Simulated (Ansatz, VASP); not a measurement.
One calculation of MgBe2I6, two programs

```
CELL_PARAMETERS angstrom
3.61150 2.08510 7.99796
-3.61150 2.08510 7.99796
0.00000 -4.17020 7.99796
ATOMIC_POSITIONS crystal
Mg 0.00000 0.00000 0.00000
Be 0.73441 0.73441 0.73441
Be 0.26559 0.26559 0.26559
I 0.24242 0.58676 0.94700
I 0.58676 0.94700 0.24242
I 0.94700 0.24242 0.58676
I 0.75758 0.41324 0.05300
I 0.41324 0.05300 0.75758
I 0.05300 0.75758 0.41324
```

Alike in both runs: functional PBE; k mesh 4 × 4 × 4; occupations gaussian, width 0.1 eV; no spin polarisation.

Ansatz relaxed the structure, and its values are those at the end. VASP's run is a single point on that final structure, the one shown.

```csv
,VASP,Ansatz
version,VASP 6.6.1,Ansatz 0.2.0
potentials or method,"VASP PAW PBE potentials, release 64 (Mg, Be, I), cutoff 520 eV","scalar-relativistic, plane waves, PAW"
valence electrons in the cell,48,116
```

Ansatz gave:

* gap on the k mesh at the Fermi level (eV): 3.25
* least direct gap on the mesh (eV): 3.33
* pressure (GPa): 0.0
* rms of the force components (eV/Å): 0.006

Problem. Estimate VASP's values.

Solution. gap on the k mesh at the Fermi level (eV): 3.24; least direct gap on the mesh (eV): 3.32; pressure (GPa): 0.0; rms of the force components (eV/Å): 0.005.

With one functional, cell and mesh, what is left measures potentials, basis and numerics. VASP's potentials hold 48 valence electrons a cell and Ansatz's 116, so a difference there can come from the potentials and not from the codes.

Spin-orbit coupling is off throughout.
